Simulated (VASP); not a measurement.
**Ti4Hg3PbO12: single point with PBE**

Crystal: Ti4Hg3PbO12.

```xyz
20
Lattice="-3.9007 3.9007 3.9007 3.9007 -3.9007 3.9007 3.9007 3.9007 -3.9007" Properties=species:S:1:pos:R:3 pbc="T T T"
Pb    0.0000    0.0000    0.0000
Hg    3.9007    0.0000    0.0000
Hg    0.0000    3.9007    0.0000
Hg    0.0000    0.0000    3.9007
Ti    1.9503    1.9503    1.9503
Ti    1.9503    1.9503   -1.9503
Ti   -1.9503    1.9503    1.9503
Ti    1.9503   -1.9503    1.9503
O     0.0000    5.5829    1.6147
O     3.9007   -1.6823    2.2860
O     0.0000    2.2184    1.6147
O     3.9007    1.6823    2.2860
O     1.6147    0.0000    5.5829
O     2.2860    3.9007   -1.6823
O     1.6147    0.0000    2.2184
O     2.2860    3.9007    1.6823
O     5.5829    1.6147    0.0000
O    -1.6823    2.2860    3.9007
O     2.2184    1.6147    0.0000
O     1.6823    2.2860    3.9007
```

* Program: VASP 6.6.1
* Task: single point
* Functional: PBE
* Potentials or basis: VASP PAW PBE potentials, release 64 (Pb_d, Hg, Ti_sv, O)
* Cutoff: 520 eV
* k mesh: 6 × 6 × 6
* Occupations: gaussian, width 0.02 eV
* Spin: no spin polarisation
* Dipole correction: no
* Further INCAR settings: LREAL = Auto; ALGO = Normal; EDIFF = 1e-06; NBANDS = 101

* Pressure: 0.7 GPa
* Largest force: 0.034 eV/Å
* Band gap on the k mesh: 1.70 eV

Forces on the atoms (eV/Å):
```
Pb   0.000  0.000  0.000
Hg   0.000  0.000  0.000
Hg   0.000  0.000  0.000
Hg   0.000  0.000  0.000
Ti   0.000  0.000  0.000
Ti   0.000  0.000  0.000
Ti   0.000  0.000  0.000
Ti   0.000  0.000  0.000
O    0.000  0.028  0.019
O    0.000 -0.028 -0.019
O    0.000 -0.028  0.019
O    0.000  0.028 -0.019
O    0.019  0.000  0.028
O   -0.019  0.000 -0.028
O    0.019  0.000 -0.028
O   -0.019  0.000  0.028
O    0.028  0.019  0.000
O   -0.028 -0.019  0.000
O   -0.028  0.019  0.000
O    0.028 -0.019  0.000
```

Levels at points of the mesh, in eV from the valence-band top:
| k point | band 83 | band 84 | band 85 | band 86 | band 87 | band 88 |
| --- | --- | --- | --- | --- | --- | --- |
| (0.00, 0.00, 0.00) | -0.72 | -0.35 | -0.35 | 1.81 | 1.81 | 1.81 |
| (0.50, 0.00, 0.00) | -0.42 | -0.24 | -0.23 | 2.16 | 2.51 | 2.53 |
| (0.50, 0.50, 0.50) | 0.00 | 0.00 | 0.00 | 1.70 | 1.82 | 1.82 |

Wall time 25 min on 1 thread of Oxide Virtual Turin-like Processor (shared host), peak memory 0.48 GiB.

Caveat: spin-orbit coupling is left out, which moves the levels of the heavy elements. A k mesh can miss the band edges.
